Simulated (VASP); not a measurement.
Write the native input for VASP 6.6.1 that does the following.

```yaml
Task: single point
Functional: PBEsol
Potentials_or_basis: VASP PAW PBE potentials, release 64 (Al)
Cutoff: 500 eV
k_mesh: 30 × 30 × 10
Occupations: gaussian, width 0.1 eV
Spin: no spin polarisation
Dipole_correction: no
Further_INCAR_settings: ALGO = Normal; EDIFF = 1e-06; NBANDS = 14
```

The structure of Al lies in POSCAR:

```
Al
1.0
    2.8473180128      0.0000000000      0.0000000000
   -1.4236590064      2.4658497317      0.0000000000
    0.0000000000      0.0000000000      9.2481525527
Al
4
Direct
    0.0000000000      0.0000000000      0.0000000000
    0.3333333333      0.6666666667      0.2500000000
    0.0000000000      0.0000000000      0.5000000000
    0.6666666667      0.3333333333      0.7500000000
```

This isn't the form of Al at room conditions, which is fcc.

One way to write it, as run:

INCAR

```
ALGO = Normal ; EDIFF = 1E-6
ENCUT = 500 ; GGA = PS
GGA_COMPAT = False ; ISIF = 2
ISMEAR = 0 ; LASPH = True
LCHARG = False ; LREAL = False
LWAVE = False ; NBANDS = 14
NELM = 120 ; PREC = Accurate
SIGMA = 0.1
```

KPOINTS

```
k-points
0
Gamma
  30 30 10
```

Potentials or basis: VASP PAW PBE potentials, release 64 (Al).

The run is started by

```sh
$ cat potpaw_PBE.64/Al/POTCAR > POTCAR
$ mpirun -np 1 vasp_std > vasp.out
```

It gave:

```
Pressure               : 0.1 GPa
Band gap on the k mesh : zero (bands 6 and 7 overlap by 5.81 eV)
```

Caveat: the PAW data sets were made with another functional, which shifts forces and pressure a little.

Wall time 5.5 min on 1 thread of Intel(R) Xeon(R) Platinum 8488C (Sapphire Rapids), on a shared host, peak memory 0.44 GiB.
